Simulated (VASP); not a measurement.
# Pt (Fm-3m) in VASP: further runs

The runs below take Pt through single point, relaxation of cell and atoms, with PBE.

Everything below comes from runs of VASP 6.6.1. Logs are shortened: lines on timing, memory, paths and dates and some standing lists are left out, and cuts for length are marked.

## (1) The cell of the first run

The structure is cubic, space group Fm-3m (No. 225). The conventional cell has a = 3.381 Å, b = 3.381 Å, c = 3.381 Å, α = 90.00°, β = 90.00°, γ = 90.00°. Pt (site symmetry m-3m) has 12 Pt at 2.39 Å within 3.2 Å.

## (2) Single point, PBE

INCAR

```
SYSTEM = Pt
ALGO = Normal
EDIFF = 1E-6
ENCUT = 520
GGA = PE
ISIF = 2
ISMEAR = -1
LASPH = .TRUE.
LCHARG = .FALSE.
LREAL = .FALSE.
LWAVE = .FALSE.
NBANDS = 11
NELM = 100
PREC = Accurate
SIGMA = 0.08
```

KPOINTS

```
k-points
0
G
  19 19 19
  0 0 0
```

POSCAR

```
Pt
1.0
    0.0000000000      1.6903390977      1.6903390977
    1.6903390977      0.0000000000      1.6903390977
    1.6903390977      1.6903390977      0.0000000000
Pt
1
Direct
    0.0000000000      0.0000000000      0.0000000000
```

Potentials or basis: VASP PAW PBE potentials, release 64 (Pt).

The run is started by

```sh
cat potpaw_PBE.64/Pt/POTCAR > POTCAR
mpirun -np 1 vasp_std > vasp.out
```

OUTCAR:

```text
SYSTEM = Pt
   EDIFF = 1E-6
   ENCUT = 520
   GGA = PE
   ISIF = 2
   ISMEAR = -1
   LASPH = .TRUE.
   LREAL = .FALSE.
   NELM = 100
   PREC = Accurate

 ion  position               nearest neighbor table
   1  0.000  0.000  0.000-

  LATTYP: Found a face centered cubic cell.
 ALAT       =     3.3806781954

  Lattice vectors:

 A1 = (   0.0000000000,   1.6903390977,   1.6903390977)
 A2 = (   1.6903390977,   0.0000000000,   1.6903390977)
 A3 = (   1.6903390977,   1.6903390977,   0.0000000000)

Analysis of symmetry for initial positions (statically):
=====================================================================
 Subroutine PRICEL returns:
 Original cell was already a primitive cell.

 Routine SETGRP: Setting up the symmetry group for a
 face centered cubic supercell.

 Subroutine GETGRP returns: Found 48 space group operations
 (whereof 48 operations were pure point group operations)
 out of a pool of 48 trial point group operations.

The static configuration has the point symmetry O_h .

Analysis of symmetry for dynamics (positions and initial velocities):
=====================================================================
 Subroutine PRICEL returns:
 Original cell was already a primitive cell.

 Routine SETGRP: Setting up the symmetry group for a
 face centered cubic supercell.

 Subroutine GETGRP returns: Found 48 space group operations
 (whereof 48 operations were pure point group operations)
 out of a pool of 48 trial point group operations.

The dynamic configuration has the point symmetry O_h .

 Subroutine INISYM returns: Found 48 space group operations
 (whereof 48 operations are pure point group operations),
 and found     1 'primitive' translations

----------------------------------------------------------------------------------------

                                     Primitive cell

  volume of cell :       9.6594

  direct lattice vectors                    reciprocal lattice vectors
     0.000000000  1.690339098  1.690339098    -0.295798636  0.295798636  0.295798636
     1.690339098  0.000000000  1.690339098     0.295798636 -0.295798636  0.295798636
     1.690339098  1.690339098  0.000000000     0.295798636  0.295798636 -0.295798636

  length of vectors
     2.390500477  2.390500477  2.390500477     0.512338267  0.512338267  0.512338267

  position of ions in fractional coordinates (direct lattice)
     0.000000000  0.000000000  0.000000000

  ion indices of the primitive-cell ions
   primitive index   ion index
[... 73 lines left out ...]
   EDIFF  = 0.1E-05   stopping-criterion for ELM
   LREAL  =      F    real-space projection
   EDIFFG = 0.1E-04   stopping-criterion for IOM
   NSW    =      0    number of steps for IOM
   IBRION =     -1    ionic relax: 0-MD 1-quasi-New 2-CG
   NFREE  =      0    steps in history (QN), initial steepest desc. (CG)
   ISIF   =      2    stress and relaxation
   ISYM   =      2    0-nonsym 1-usesym 2-fastsym
   POTIM  = 0.5000    time-step for ionic-motion
   TEBEG  =    0.0;   TEEND  =   0.0 temperature during run
   PSTRESS=    0.0 pullay stress
   NELECT =      10.0000    total number of electrons
   NUPDOWN=      -1.0000    fix difference up-down
   EMIN   =  10.00;   EMAX   =-10.00  energy-range for DOS
   EFERMI =   0.00;   METHOD = LEGACY
   ISMEAR =    -1;   SIGMA  =   0.08  broadening in eV -4-tet -1-fermi 0-gaus
   EFERMI_NEDOS =   21; number of points for ismear=-14 and -15
   IALGO  =     38    algorithm
   IMIX   =      4    mixing-type and parameters
     AMIX     =   0.40;   BMIX     =  1.00
     AMIX_MAG =   1.60;   BMIX_MAG =  1.00
  volume/ion in A,a.u.               =       9.66        65.19
  Fermi-wavevector in a.u.,A,eV,Ry     =   1.656117  3.129607 37.317016  2.742723
  Thomas-Fermi vector in A             =   2.744097
   LORBIT       =      0    0 simple, 1 ext, 2 COOP (PROOUT), +10 PAW based schemes
   GGA     = PE    functional components
[... 5 lines left out ...]
 non-spin polarized calculation
  energy-cutoff  :      520.00
  volume of cell :        9.66
 maximum number of plane-waves:       271
 NGX is ok and might be reduce to    18
   NGX =  9   NGY =  9   NGZ =  9

 number of electron      10.0000001 magnetization

 Free energy of the ion-electron system (eV)
  ---------------------------------------------------
  ext. energy  EPLUGINS =         0.00000000
  ---------------------------------------------------
  free energy    TOTEN  =        -1.26220663 eV

  energy without entropy =       -1.24380897  energy(sigma->0) =       -1.25300780

 E-fermi :  22.2728     XC(G=0): -16.2867

 val. band max:       22.2704028979   @ k =  -0.4737   0.1579   0.0526
 cond. band min:      22.2944262980   @ k =  -0.4211   0.3158   0.0526
 fundamental gap:      0.0240234001
 Fermi energy:        22.2728250071

 k-point     1 :       0.0000    0.0000    0.0000
  band No.  band energies     occupation
      1       6.0714      2.00000
      2      14.5627      2.00000
      3      14.5627      2.00000
      4      14.5627      2.00000
      5      18.9655      2.00000
      6      18.9655      2.00000
      7      34.0199      0.00000
      8      41.8331      0.00000
      9      41.8331      0.00000
     10      41.8331      0.00000
     11      49.0151      0.00000
[... 309 lines left out ...]
 k-point    24 :      -0.2632    0.0526    0.0000
  band No.  band energies     occupation
      1       9.1714      2.00000
      2      14.4097      2.00000
      3      15.1232      2.00000
      4      15.2153      2.00000
      5      18.9057      2.00000
      6      20.4091      2.00000
      7      34.7876      0.00000
      8      40.8242      0.00000
      9      47.7752      0.00000
     10      48.5729      0.00000
     11      50.5729      0.00000

 [... further k-points ...]

------------------------ aborting loop because EDIFF is reached ----------------------------------------

  FORCE on cell =-STRESS in cart. coord.  units (eV):
  Direction    XX          YY          ZZ          XY          YZ          ZX
  --------------------------------------------------------------------------------------
  -------------------------------------------------------------------------------------
  Total       25.5430695     25.5430695     25.5430695      0.0000000      0.0000000      0.0000000
  in kB     4236.7433897   4236.7433897   4236.7433897      0.0000000      0.0000000      0.0000000
  external PRESSURE =    4236.7433897 kB  Pullay stress =       0.0000000 kB

 VOLUME and BASIS-vectors are now :
 -----------------------------------------------------------------------------
  energy-cutoff  :      520.00
  volume of cell :        9.66
      direct lattice vectors                 reciprocal lattice vectors
     0.000000000  1.690339098  1.690339098    -0.295798636  0.295798636  0.295798636
     1.690339098  0.000000000  1.690339098     0.295798636 -0.295798636  0.295798636
     1.690339098  1.690339098  0.000000000     0.295798636  0.295798636 -0.295798636

 POSITION                                       TOTAL-FORCE (eV/Angst)
 -----------------------------------------------------------------------------------
      0.00000      0.00000      0.00000        -0.000000     -0.000000     -0.000000
 -----------------------------------------------------------------------------------
    total drift:                                0.000000     -0.000000     -0.000000

  FREE ENERGIE OF THE ION-ELECTRON SYSTEM (eV)
  ---------------------------------------------------
  free  energy   TOTEN  =        -1.2622066285 eV

  energy  without entropy=       -1.2438089698  energy(sigma->0) =       -1.25300780
```

stdout:

```text
POSCAR found type information on POSCAR Pt
 POSCAR found :  1 types and       1 ions
 scaLAPACK will be used
 LDA part: xc-table for (Slater+PW92), standard interpolation
 POSCAR, INCAR and KPOINTS ok, starting setup
 FFT: planning ... GRIDC
 FFT: planning ... GRID_SOFT
 FFT: planning ... GRID
 WAVECAR not read
 entering main loop
```

It took 29 s on 1 thread of Intel Xeon 8259CL, shared host; peak memory 0.14 GiB.

What came out:

```yaml
Free_energy: -1.2622 eV
Pressure: 423.7 GPa
Band_gap_on_the_k_mesh: zero (bands 5 and 6 overlap by 4.79 eV)
```

Caveat: the cell stands under pressure; spin-orbit coupling is left out, which moves the levels of the heavy elements.

## (3) Single point, PBE

INCAR

```
ALGO = Normal
EDIFF = 1E-7
ENCUT = 520
GGA = PE
ISIF = 2
ISMEAR = -1
LASPH = True
LCHARG = True
LELF = True
LREAL = False
LVHAR = True
LWAVE = False
NBANDS = 11
NELM = 100
PREC = Accurate
SIGMA = 0.08
```

KPOINTS

```
k-points
0
Gamma
  19 19 19
```

POSCAR

```
Pt
1.0
    0.0000000000      1.6901127255      1.6901127255
    1.6901127255      0.0000000000      1.6901127255
    1.6901127255      1.6901127255      0.0000000000
Pt
1
Direct
    0.0000000000      0.0000000000      0.0000000000
```

Potentials or basis: VASP PAW PBE potentials, release 64 (Pt).

The run is started by

```sh
cat potpaw_PBE.64/Pt/POTCAR > POTCAR
mpirun -np 1 vasp_std > vasp.out
```

It took 37 s on 1 thread of Intel Xeon 8259CL, shared host; peak memory 0.14 GiB.

It converged, with:

```yaml
Free_energy: -1.2519 eV
Pressure: 424.5 GPa
Band_gap_on_the_k_mesh: zero (bands 5 and 6 overlap by 4.80 eV)
```

Levels at points of the mesh, in eV from the Fermi level:
```
           k point  band 2  band 3  band 4  band 5  band 6  band 7  band 8  band 9
(0.00, 0.00, 0.00)   -7.71   -7.71   -7.71   -3.31   -3.31   11.74   19.56   19.56
```

Caveat: the cell stands under pressure; spin-orbit coupling is left out, which moves the levels of the heavy elements.

## (4) Relaxation of cell and atoms, PBE, target pressure 420 GPa, at which the enthalpy is minimised

INCAR

```
SYSTEM = Pt
ALGO = Normal
EDIFF = 1E-6
EDIFFG = -0.005
ENCUT = 600
GGA = PE
IBRION = 2
ISIF = 3
ISMEAR = -1
LASPH = .TRUE.
LCHARG = .FALSE.
LREAL = .FALSE.
LWAVE = .FALSE.
NELM = 80
NSW = 60
PREC = Accurate
PSTRESS = 4200.0
SIGMA = 0.08
```

KPOINTS

```
k-points
0
G
  19 19 19
  0 0 0
```

POSCAR

```
Pt
1.0
    0.0000000000      1.6894509587      1.6894509587
    1.6894509587      0.0000000000      1.6894509587
    1.6894509587      1.6894509587      0.0000000000
Pt
1
Direct
    0.0000000000      0.0000000000      0.0000000000
```

The run is started by

```sh
cat potpaw_PBE.64/Pt/POTCAR > POTCAR
mpirun -np 1 vasp_std > vasp.out
```

It took 88 s on 1 thread of Intel Xeon 8259CL, shared host; peak memory 0.15 GiB.

It converged, with:

```yaml
Free_energy: -1.3123 eV
Relaxed_volume: 9.68 Å³/atom
Relaxed_cell: a = 2.392 Å, b = 2.392 Å, c = 2.392 Å, α = 60.00°, β = 60.00°, γ = 60.00°
Space_group_after_relaxing_to_0.1_Å: Fm-3m (No. 225)
Energy_change_on_relaxing_the_run_minimises_the_enthalpy: -90.8 meV/atom
Ionic_steps: 4
Pressure_after_relaxing: 419.9 GPa
Band_gap_on_the_k_mesh: zero (bands 5 and 6 overlap by 4.78 eV)
```

Step by step:
| step | energy change (eV) | largest force (eV/Å) | pressure (GPa) | volume (Å³) |
| --- | --- | --- | --- | --- |
| 1 | 0.0000 | 0.0000 | 426.89 | 9.64 |
| 2 | -1.3711 | 0.0000 | 322.29 | 10.23 |
| 3 | -0.0935 | 0.0000 | 419.79 | 9.68 |
| 4 | -0.0908 | 0.0000 | 419.94 | 9.68 |

Final structure:
```xyz
1
Lattice="0.0000 1.6915 1.6915 1.6915 0.0000 1.6915 1.6915 1.6915 0.0000" Properties=species:S:1:pos:R:3 pbc="T T T"
Pt    0.0000    0.0000    0.0000
```

Levels at points of the mesh, in eV from the Fermi level:
| k point | band 3 | band 4 | band 5 | band 6 | band 7 | band 8 |
| --- | --- | --- | --- | --- | --- | --- |
| (0.00, 0.00, 0.00) | -7.69 | -7.69 | -3.30 | -3.30 | 11.77 | 19.57 |

Caveat: the cell is relaxed towards a set pressure, so the run minimises the enthalpy, not the energy; spin-orbit coupling is left out, which moves the levels of the heavy elements.

## (5) Relaxation of cell and atoms, PBE, target pressure 420 GPa, at which the enthalpy is minimised

INCAR

```
SYSTEM = Pt
PREC = Accurate ; ENCUT = 600
EDIFF = 1E-7 ; ISMEAR = -1
SIGMA = 0.08 ; LREAL = .FALSE.
LASPH = .TRUE. ; NELM = 100
ALGO = Normal ; ISIF = 3
LWAVE = .FALSE. ; LCHARG = .FALSE.
GGA = PE ; IBRION = 2
NSW = 32 ; EDIFFG = -0.005
PSTRESS = 4200.0
```

KPOINTS

```
Automatic mesh
0
G
  19 19 19
  0 0 0
```

POSCAR

```
Pt
1.0
    0.0000000000      1.6903390977      1.6903390977
    1.6903390977      0.0000000000      1.6903390977
    1.6903390977      1.6903390977      0.0000000000
Pt
1
Direct
    0.0000000000      0.0000000000      0.0000000000
```

The run is started by

```sh
cat potpaw_PBE.64/Pt/POTCAR > POTCAR
mpirun -np 1 vasp_std > vasp.out
```

Wall time 83 s (1 thread of Intel Xeon 8259CL, shared host); peak memory 0.15 GiB.

Results (log left out):

```
Free energy                                                : -1.3129 eV
Relaxed volume                                             : 9.68 Å³/atom
Relaxed cell                                               : a = 2.392 Å, b = 2.392 Å, c = 2.392 Å, α = 60.00°, β = 60.00°, γ = 60.00°
Space group after relaxing (to 0.1 Å)                      : Fm-3m (No. 225)
Energy change on relaxing (the run minimises the enthalpy) : -51.0 meV/atom
Ionic steps                                                : 3
Pressure after relaxing                                    : 420.0 GPa
Band gap on the k mesh                                     : zero (bands 5 and 6 overlap by 4.78 eV)
```

Step by step:
```tsv
step	energy change (eV)	largest force (eV/Å)	pressure (GPa)	volume (Å³)
1	0.0000	0.0000	423.82	9.66
2	-0.7984	0.0000	363.02	9.99
3	-0.0510	0.0000	419.97	9.68
```

Final structure:
```yaml
crystal:
  lattice:
    - [0.00000, 1.69147, 1.69147]
    - [1.69147, 0.00000, 1.69147]
    - [1.69147, 1.69147, 0.00000]
  atoms:
    - { symbol: Pt, position: [0.00000, 0.00000, 0.00000] }
```

Levels at points of the mesh, in eV from the Fermi level:
```tsv
k point	band 3	band 4	band 5	band 6	band 7	band 8
(0.00, 0.00, 0.00)	-7.69	-7.69	-3.30	-3.30	11.77	19.57
```

Caveat: the cell is relaxed towards a set pressure, so the run minimises the enthalpy, not the energy; spin-orbit coupling is left out, which moves the levels of the heavy elements.

## (6) The runs side by side

| task | cell | cutoff (eV) | gap on the mesh (eV) | pressure (GPa) |
| --- | --- | --- | --- | --- |
| single point | a = 2.391 Å, angles 60.0°, 1 atom | 520 | none | 423.7 |
| single point | a = 2.390 Å, angles 60.0°, 1 atom | 520 | none | 424.5 |
| relaxation of cell and atoms | relaxed to 420 GPa from a = 2.389 Å, angles 60.0°, 1 atom | 600 | none | 419.9 |
| relaxation of cell and atoms | relaxed to 420 GPa from a = 2.391 Å, angles 60.0°, 1 atom | 600 | none | 420.0 |

Alike in all rows: level PBE; potentials or basis VASP PAW PBE potentials, release 64 (Pt); no spin polarisation; k mesh 19 × 19 × 19; smearing fermi-dirac 0.08 eV.

Caveats: spin-orbit coupling is left out, which moves the levels of the heavy elements; the cell stands under pressure (at least some runs); the cell is relaxed towards a set pressure, so the run minimises the enthalpy, not the energy (at least some runs).

Absolute energies hang on the potentials; compare differences alone.
